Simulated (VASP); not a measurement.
Here is a VASP 6.6.1 calculation.

File INCAR:

```
ALGO = Normal ; EDIFF = 1E-6
ENCUT = 500 ; GGA = PE
GGA_COMPAT = F ; ISIF = 2
ISMEAR = 0 ; LASPH = T
LCHARG = F ; LREAL = F
LWAVE = F ; NBANDS = 16
NELM = 120 ; PREC = Accurate
SIGMA = 0.02
```

KPOINTS

```
k-points
0
Gamma
  8 8 8
```

The input POSCAR:

```
GaP
1.0
    0.0000000000      2.7533029100      2.7533029100
    2.7533029100      0.0000000000      2.7533029100
    2.7533029100      2.7533029100      0.0000000000
Ga P
1 1
Direct
    0.0000000000      0.0000000000      0.0000000000
    0.2500000000      0.2500000000      0.2500000000
```

Potentials or basis: VASP PAW PBE potentials, release 64 (Ga_d, P).

Launch:

```sh
$ cat potpaw_PBE.64/Ga_d/POTCAR potpaw_PBE.64/P/POTCAR > POTCAR
$ mpirun -np 1 vasp_std > vasp.out
```

Task: What does it give for the band gap on the k mesh?

Result: 1.57 eV.

Task: What does it give for the pressure?

Result: -0.1 GPa.

A k mesh can miss the band edges.
